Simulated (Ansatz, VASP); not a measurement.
# One calculation of ZnF2, two programs

```
Zn F
1.0
     4.76571    0.00000    0.00000
     0.00000    4.76571    0.00000
     0.00000    0.00000    3.17031
Zn F
2 4
Direct
  0.00000 0.00000 0.00000
  0.50000 0.50000 0.50000
  0.30453 0.30453 0.00000
  0.19547 0.80453 0.50000
  0.69547 0.69547 0.00000
  0.80453 0.19547 0.50000
```

Alike in both runs: functional r2SCAN; k mesh 6 × 6 × 10; occupations fermi-dirac, width 0.02 eV; no spin polarisation.

Ansatz relaxed the structure, and its values are those at the end. VASP's run is a single point on that final structure, the one shown.

|  | VASP | Ansatz |
| --- | --- | --- |
| version | VASP 6.6.1 | Ansatz 0.2.0 |
| potentials or method | VASP PAW PBE potentials, release 64 (Zn, F), cutoff 660 eV | PAW plane waves |
| valence electrons in the cell | 52 | 52 |

```csv
,VASP,Ansatz,Ansatz less VASP
gap on the k mesh at the Fermi level (eV),4.19,4.24,+0.052
pressure (GPa),-4.1,-4.3,-0.18
rms of the force components (eV/Å),0.008,0.000,-0.0073
```

VASP's potentials were made for PBE, not for r2SCAN. The functional is the same, so the differences come from potentials, cutoffs and numerics. Ansatz's warnings: stress scf threshold loose.
